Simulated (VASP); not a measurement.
## CaO: single point with PBE

CaO:

```
CELL_PARAMETERS angstrom
0.00000 2.39000 2.39000
2.39000 0.00000 2.39000
2.39000 2.39000 0.00000
ATOMIC_POSITIONS crystal
Ca 0.00000 0.00000 0.00000
O 0.50000 0.50000 0.50000
```

```yaml
Program: VASP 6.6.1
Task: single point
Functional: PBE
Potentials_or_basis: VASP PAW PBE potentials, release 64 (Ca_sv, O)
Cutoff: 600 eV
k_mesh: 6 × 6 × 6
Occupations: gaussian, width 0.1 eV
Spin: no spin polarisation
Dipole_correction: no
Further_INCAR_settings: ALGO = Normal; EDIFF = 1e-06; NBANDS = 15
```

- Pressure: 4.1 GPa
- Band gap on the k mesh: 3.63 eV (least direct gap 4.00 eV)

Levels at points of the mesh, in eV from the valence-band top:
| k point | band 5 | band 6 | band 7 | band 8 | band 9 | band 10 | band 11 | band 12 |
| --- | --- | --- | --- | --- | --- | --- | --- | --- |
| (0.00, 0.00, 0.00) | -15.56 | 0.00 | 0.00 | 0.00 | 4.85 | 6.27 | 6.27 | 6.27 |
| (0.50, 0.00, 0.00) | -14.30 | -2.68 | -1.24 | -1.24 | 7.13 | 8.45 | 8.45 | 8.63 |
| (0.50, 0.50, 0.00) | -15.33 | -1.29 | -0.37 | -0.37 | 3.63 | 8.17 | 8.99 | 9.65 |

It took 26 s on 1 thread of Intel Xeon 8259CL, with other jobs on the host, peak memory 0.13 GiB.

Caveat: the cell stands under pressure. A k mesh can miss the band edges.
